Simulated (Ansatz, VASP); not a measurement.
# Two plane-wave programs on Si3O2

```
CELL_PARAMETERS angstrom
2.76758 0.00000 0.00000
0.00000 2.76758 0.00000
0.00000 0.00000 8.39294
ATOMIC_POSITIONS crystal
Si 0.00000 0.00000 0.30290
Si 0.00000 0.00000 0.69710
Si 0.00000 0.00000 0.00000
O 0.00000 0.00000 0.50000
O 0.50000 0.50000 0.00000
```

Alike in both runs: task single point; functional PBE; k mesh 6 × 6 × 2; occupations gaussian, width 0.1 eV; collinear spin.

```csv
,VASP,Ansatz
version,VASP 6.6.1,Ansatz 0.2.0
potentials or method,"VASP PAW PBE potentials, release 64 (Si, O), cutoff 520 eV","scalar-relativistic, plane waves, PAW"
valence electrons in the cell,24,24
```

|  | VASP | Ansatz | Ansatz less VASP |
| --- | --- | --- | --- |
| gap on the k mesh at the Fermi level (eV) | none | none | - |
| pressure (GPa) | 0.0 | -0.1 | -0.09 |
| rms of the force components (eV/Å) | 0.014 | 0.002 | -0.0120 |
| net moment per atom (μB) | 0.00 | 0.00 | 0.000 |

Atom by atom the forces differ by 0.012 eV/Å (rms over components). A gap of «none» marks a metal or a gap that the smearing closes. Ansatz's warnings: seeded moment not kept.

The k mesh is coarse, so the values compare programs but aren't converged.
